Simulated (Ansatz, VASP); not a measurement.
One calculation of InSe, two programs

```
CELL_PARAMETERS angstrom
4.02671 0.00000 0.00000
-2.01335 3.48723 0.00000
0.00000 0.00000 36.71939
ATOMIC_POSITIONS crystal
Se 0.00000 0.00000 0.42665
Se 0.00000 0.00000 0.57332
In 0.66667 0.33333 0.46193
In 0.66667 0.33333 0.53804
```

Alike in both runs: task single point; functional PBE; dispersion D3(BJ); k mesh 9 × 9 × 1; occupations gaussian, width 0.02 eV; non-collinear spin, spin-orbit coupling.

|  | VASP | Ansatz |
| --- | --- | --- |
| version | VASP 6.6.1 | Ansatz 0.2.0 |
| potentials or method | VASP PAW PBE potentials, release 64 (Se, In_d), cutoff 400 eV | plane waves, PAW |
| valence electrons in the cell | 38 | 58 |

```tsv
	VASP	Ansatz	Ansatz less VASP
net moment per atom (μB)	0.00	0.00	0.000
```

VASP's potentials hold 38 valence electrons a cell and Ansatz's 58, so a difference there can come from the potentials and not from the codes.
